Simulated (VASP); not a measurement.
# Rh in VASP: a series of runs, part 2 of 2

VASP 6.6.1. The steps go on from the part before.

## 3. Single point, PBE

This run uses another cell than the first one, of 14.63 Å³/atom.

INCAR reads:

```
SYSTEM = Rh
ALGO = Normal
EDIFF = 1E-6
ENCUT = 520
GGA = PE
ISIF = 2
ISMEAR = -1
LASPH = .TRUE.
LCHARG = .FALSE.
LREAL = .FALSE.
LWAVE = .FALSE.
NBANDS = 38
NELM = 80
PREC = Accurate
SIGMA = 0.05
```

KPOINTS reads:

```
k-points
0
G
  11 11 3
  0 0 0
```

POSCAR reads:

```
Rh
1.0
    2.7445373327      0.0000000000      0.0000000000
   -1.3722686664      2.3768390518      0.0000000000
    0.0000000000      0.0000000000      8.9706251171
Rh
4
Direct
    0.6666666667      0.3333333333      0.7500000000
    0.0000000000      0.0000000000      0.5000000000
    0.3333333333      0.6666666667      0.2500000000
    0.0000000000      0.0000000000      0.0000000000
```

Potentials or basis: VASP PAW PBE potentials, release 64 (Rh_pv).

The run is started by

```console
cat potpaw_PBE.64/Rh_pv/POTCAR > POTCAR
mpirun -np 1 vasp_std > vasp.out
```

OUTCAR:

```text
SYSTEM = Rh
   EDIFF = 1E-6
   ENCUT = 520
   GGA = PE
   ISIF = 2
   ISMEAR = -1
   LASPH = .TRUE.
   LREAL = .FALSE.
   NELM = 80
   PREC = Accurate

 ion  position               nearest neighbor table
   1  0.667  0.333  0.750-   2 2.75   4 2.75   2 2.75   4 2.75   2 2.75   4 2.75
   2  0.000  0.000  0.500-   1 2.75   3 2.75   1 2.75   3 2.75   1 2.75   3 2.75
   3  0.333  0.667  0.250-   2 2.75   4 2.75   2 2.75   4 2.75   2 2.75   4 2.75
   4  0.000  0.000  0.000-   1 2.75   3 2.75   1 2.75   3 2.75   1 2.75   3 2.75

  LATTYP: Found a hexagonal cell.
 ALAT       =     2.7445373327
 C/A-ratio  =     3.2685382014

  Lattice vectors:

 A1 = (   2.7445373327,   0.0000000000,   0.0000000000)
 A2 = (  -1.3722686664,   2.3768390518,   0.0000000000)
 A3 = (   0.0000000000,   0.0000000000,   8.9706251171)

Analysis of symmetry for initial positions (statically):
=====================================================================
 Subroutine PRICEL returns:
 Original cell was already a primitive cell.

 Routine SETGRP: Setting up the symmetry group for a
 hexagonal supercell.

 Subroutine GETGRP returns: Found 24 space group operations
 (whereof 12 operations were pure point group operations)
 out of a pool of 24 trial point group operations.

The static configuration has the point symmetry D_3d.
 The point group associated with its full space group is D_6h.

Analysis of symmetry for dynamics (positions and initial velocities):
=====================================================================
 Subroutine PRICEL returns:
 Original cell was already a primitive cell.

 Routine SETGRP: Setting up the symmetry group for a
 hexagonal supercell.

 Subroutine GETGRP returns: Found 24 space group operations
 (whereof 12 operations were pure point group operations)
 out of a pool of 24 trial point group operations.

The dynamic configuration has the point symmetry D_3d.
 The point group associated with its full space group is D_6h.

 Subroutine INISYM returns: Found 24 space group operations
 (whereof 12 operations are pure point group operations),
[... 120 lines left out ...]
     AMIX_MAG =   1.60;   BMIX_MAG =  1.00
  volume/ion in A,a.u.               =      14.63        98.73
  Fermi-wavevector in a.u.,A,eV,Ry     =   1.650801  3.119561 37.077831  2.725144
  Thomas-Fermi vector in A             =   2.739689
   LORBIT       =      0    0 simple, 1 ext, 2 COOP (PROOUT), +10 PAW based schemes
   GGA     = PE    functional components
   LHFCALC =     F    Hartree Fock is set to
   AEXX    =    0.0000 exact exchange contribution
   IVDW    =     0    specifies the selected vdW correction
   LEPSILON=     F    determine dielectric tensor
   LRPA    =     F    only Hartree local field effects (RPA)
 non-spin polarized calculation
  energy-cutoff  :      520.00
  volume of cell :       58.52
 maximum number of plane-waves:      1589
   NGX = 11   NGY = 11   NGZ = 33

 number of electron      60.0000011 magnetization

 Free energy of the ion-electron system (eV)
  ---------------------------------------------------
  ext. energy  EPLUGINS =         0.00000000
  ---------------------------------------------------
  free energy    TOTEN  =       -28.91492110 eV

  energy without entropy =      -28.85849200  energy(sigma->0) =      -28.88670655

 E-fermi :  10.8155     XC(G=0): -13.6338

 val. band max:       10.8152615998   @ k =   0.3636   0.2727   0.3333
 cond. band min:      10.8201191769   @ k =   0.1818   0.0909   0.3333
 fundamental gap:      0.0048575771
 Fermi energy:        10.8154551468

 k-point     1 :       0.0000    0.0000    0.0000
  band No.  band energies     occupation
      1     -36.0598      2.00000
      2     -35.7717      2.00000
      3     -35.7693      2.00000
      4     -35.5434      2.00000
      5     -35.5434      2.00000
      6     -35.5081      2.00000
[... 973 lines left out ...]
     37      20.6035      0.00000
     38      23.4474      0.00000

 [... further k-points ...]

------------------------ aborting loop because EDIFF is reached ----------------------------------------

  FORCE on cell =-STRESS in cart. coord.  units (eV):
  Direction    XX          YY          ZZ          XY          YZ          ZX
  --------------------------------------------------------------------------------------
  -------------------------------------------------------------------------------------
  Total       -3.0873847     -3.0873847     -3.5965539      0.0000000      0.0000000     -0.0000000
  in kB      -84.5297732    -84.5297732    -98.4703616      0.0000000      0.0000000     -0.0000000
  external PRESSURE =     -89.1766360 kB  Pullay stress =       0.0000000 kB

 VOLUME and BASIS-vectors are now :
 -----------------------------------------------------------------------------
  energy-cutoff  :      520.00
  volume of cell :       58.52
      direct lattice vectors                 reciprocal lattice vectors
     2.744537333  0.000000000  0.000000000     0.364360138  0.210363423  0.000000000
    -1.372268666  2.376839052  0.000000000     0.000000000  0.420726847  0.000000000
     0.000000000  0.000000000  8.970625117     0.000000000  0.000000000  0.111474952

 POSITION                                       TOTAL-FORCE (eV/Angst)
 -----------------------------------------------------------------------------------
      1.37227      0.79228      6.72797        -0.000000      0.000000     -0.000000
      0.00000      0.00000      4.48531        -0.000000     -0.000000      0.000000
     -0.00000      1.58456      2.24266         0.000000     -0.000000      0.000000
      0.00000      0.00000      0.00000         0.000000     -0.000000      0.000000
 -----------------------------------------------------------------------------------
    total drift:                                0.000000     -0.000000      0.000000

  FREE ENERGIE OF THE ION-ELECTRON SYSTEM (eV)
  ---------------------------------------------------
  free  energy   TOTEN  =       -28.9149210985 eV

  energy  without entropy=      -28.8584920015  energy(sigma->0) =      -28.88670655
```

Wall time 64 s (1 thread of AMD EPYC 7R43 (Zen 3), shared host); peak memory 0.16 GiB.

What came out:

```yaml
Free_energy: -28.9149 eV
Pressure: -8.9 GPa
Band_gap_on_the_k_mesh: zero (bands 30 and 31 overlap by 1.48 eV)
```

Caveat: the cell stands under tension.

## 4. Single point, PBE (atoms moved at random)

INCAR reads:

```
PREC = Accurate ; ENCUT = 520
EDIFF = 1E-6 ; ISMEAR = -1
SIGMA = 0.05 ; LREAL = F
LASPH = T ; NELM = 60
ALGO = Fast ; ISIF = 2
LWAVE = F ; LCHARG = T
GGA = PE ; LELF = T
LVHAR = T ; NBANDS = 38
```

KPOINTS reads:

```
Automatic mesh
0
Gamma
  11 11 3
```

POSCAR reads:

```
Rh
1.0
    2.6917446234      0.0000000000      0.0000000000
   -1.3458723117      2.3311192244      0.0000000000
    0.0000000000      0.0000000000      8.7980701300
Rh
4
Direct
    0.6759580000      0.3288630000      0.7493310000
    0.0171690000      0.0291420000      0.5033680000
    0.3052060000      0.6470650000      0.2487690000
    0.0268120000     -0.0019770000      0.0035440000
```

The run is started by

```console
cat potpaw_PBE.64/Rh_pv/POTCAR > POTCAR
mpirun -np 1 vasp_std > vasp.out
```

Wall time 5.4 min (1 thread of AMD EPYC 7R43 (Zen 3), shared host); peak memory 0.32 GiB.

The run converged. Its results:

| Quantity | Value |
| --- | --- |
| Free energy | -28.9014 eV |
| Pressure | 5.9 GPa |
| Largest force | 0.676 eV/Å |
| Band gap on the k mesh | zero (bands 30 and 31 overlap by 1.68 eV) |

Forces on the atoms (eV/Å):
```
Rh  -0.031  0.146  0.428
Rh  -0.038 -0.327 -0.400
Rh   0.371  0.272  0.495
Rh  -0.302 -0.091 -0.523
```

Stress tensor (GPa, compression positive):
```
 5.92 -0.56  0.24
-0.56  6.26 -0.01
 0.24 -0.01  5.51
```

Levels at points of the mesh, in eV from the Fermi level:
```
           k point  band 27  band 28  band 29  band 30  band 31  band 32
(0.00, 0.00, 0.00)    -2.57    -1.57    -1.38    -0.85    -0.78    -0.35
```

Caveat: the cell differs from its parent crystal (atoms moved at random); the cell stands under pressure.

## 5. Overview

```tsv
cell	gap on the mesh (eV)	pressure (GPa)
a = 2.727, b = 2.727, c = 8.914 Å, angles 90.0, 90.0, 120.0°, 4 atoms, atomic positions A	none	-4.8
a = 2.745, b = 2.745, c = 8.971 Å, angles 90.0, 90.0, 120.0°, 4 atoms, atomic positions A	none	-8.9
a = 2.692, b = 2.692, c = 8.798 Å, angles 90.0, 90.0, 120.0°, 4 atoms, atomic positions B	none	5.9
```

Alike in all rows: task single point; level PBE; potentials or basis VASP PAW PBE potentials, release 64 (Rh_pv); no spin polarisation; k mesh 11 × 11 × 3; cutoff (eV) 520; smearing fermi-dirac 0.05 eV.

Caveats: the cell stands under tension (at least some runs); the cell stands under pressure (at least some runs).

Total energies depend on the potentials used, so only differences within one code and one set of settings carry meaning.
